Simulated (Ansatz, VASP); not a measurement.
Co in VASP and in Ansatz

```
Co
1.0
     2.57754    0.00000    0.00000
    -1.28877    2.23222    0.00000
     0.00000    0.00000    4.16160
Co
2
Direct
  0.33333 0.66667 0.25000
  0.66667 0.33333 0.75000
```

Alike in both runs: task single point; functional revPBE; k mesh 23 × 23 × 13; occupations fermi-dirac, width 0.05 eV; collinear spin.

```csv
,VASP,Ansatz
version,VASP 6.6.1,Ansatz 0.2.0
potentials or method,"VASP PAW PBE potentials, release 64 (Co), cutoff 520 eV","plane waves (420 eV) with PAW, scalar-relativistic"
valence electrons in the cell,18,34
```

|  | VASP | Ansatz | Ansatz less VASP |
| --- | --- | --- | --- |
| pressure (GPa) | -13.0 | -12.7 | +0.30 |
| traceless stress, the component that is largest in VASP (GPa) | 0.25 | 0.43 | +0.181 |
| net moment per atom (μB) | 1.68 | 1.70 | +0.014 |
| size of the moment on the site where the two differ most (μB) | 1.73 | 1.79 | +0.062 |

VASP's potentials were made for PBE, not for revPBE. Site moments also hang on the region over which each program counts them. VASP's potentials hold 18 valence electrons a cell and Ansatz's 34, so a difference there can come from the potentials and not from the codes.
